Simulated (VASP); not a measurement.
Input of a VASP 6.6.1 run:

File INCAR:

```
SYSTEM = Ag
PREC = Accurate
ENCUT = 520
EDIFF = 1E-6
ISMEAR = 0
SIGMA = 0.1
LREAL = .False.
LASPH = .True.
NELM = 60
ALGO = Fast
ISIF = 2
LWAVE = .False.
LCHARG = .True.
GGA = PE
LELF = .True.
LVHAR = .True.
NBANDS = 18
```

KPOINTS

```
Automatic mesh
0
Gamma
  18 18 10
  0 0 0
```

POSCAR

```
Ag
1.0
    2.9342503774     -0.0000002932      0.0000000000
   -1.4671249348      2.5411355145      0.0000000000
    0.0000000000      0.0000000000      4.7995857350
Ag
2
Direct
    0.0000000000      0.0000000000      0.0000000000
    0.3333333333      0.6666666667      0.5000000000
```

Potentials or basis: VASP PAW PBE potentials, release 64 (Ag).

Command:

```bash
$ cat potpaw_PBE.64/Ag/POTCAR > POTCAR
$ mpirun -np 1 vasp_std > vasp.out
```

Question: What does it give for the band gap on the k mesh?

Answer: Zero (band 11 reaches 11.75 eV, above the bottom of band 12 at 4.41 eV).

Question: Estimate the pressure.

Answer: -0.1 GPa.
